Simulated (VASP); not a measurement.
Input of a VASP 6.6.1 run:

Contents of INCAR:

```
SYSTEM = Sm2Si
PREC     = Accurate       ! precision mode
ENCUT    = 500            ! plane-wave cutoff, eV
EDIFF    = 1E-6           ! SCF threshold, eV
ISMEAR   = 0              ! smearing method
SIGMA    = 0.2            ! smearing width, eV
LREAL    = .FALSE.        ! projectors in reciprocal space
LASPH    = .TRUE.         ! aspherical terms in the spheres
NELM     = 200            ! most SCF steps
ALGO     = Normal         ! electronic algorithm
ISIF     = 2              ! what is computed and relaxed
LWAVE    = .FALSE.        ! write WAVECAR
LCHARG   = .FALSE.        ! write CHGCAR
GGA      = PE             ! functional
NBANDS   = 35             ! bands
GGA_COMPAT= .FALSE.      
LMAXMIX  = 6              ! l up to which the mixer works
```

The input KPOINTS:

```
Automatic mesh
0
G
  6 4 2
  0 0 0
```

POSCAR

```
Sm2Si
1.0
    0.0000000000      0.0000000000      3.2455590050
    5.6730916479      0.0000000000      0.0000000000
    0.0000000000     11.3461832957      0.0000000000
Sm Si
4 2
Direct
    0.0000000000      0.0000000000      0.2500000000
    0.0000000000      1.0000000000      0.7500000000
    0.0000000000      0.5000000000      0.0000000000
    0.0000000000      0.5000000000      0.5000000000
    0.0000000000      1.0000000000      0.0000000000
    0.0000000000      0.0000000000      0.5000000000
```

Potentials or basis: VASP PAW PBE potentials, release 64 (Sm_3, Si), 4f in core.

Command:

```sh
$ cat potpaw_PBE.64/Sm_3/POTCAR potpaw_PBE.64/Si/POTCAR > POTCAR
$ mpirun -np 1 vasp_std > vasp.out
```

**Question.** What does it give for the band gap on the k mesh?

**Answer.** Zero (bands 26 and 27 overlap by 0.82 eV).

**Question.** What does it give for the pressure?

**Answer.** 0.2 GPa.

Stress tensor (GPa, compression positive):
```
0.28 0.00 0.00
0.00 0.28 0.00
0.00 0.00 0.05
```

Caveat: spin-orbit coupling is left out, which moves the levels of the heavy elements; the 4f electrons are frozen in the core, so they carry no moment and show no levels. Spin polarisation is off, so any magnetic state and its effect on volume and gap are missing.
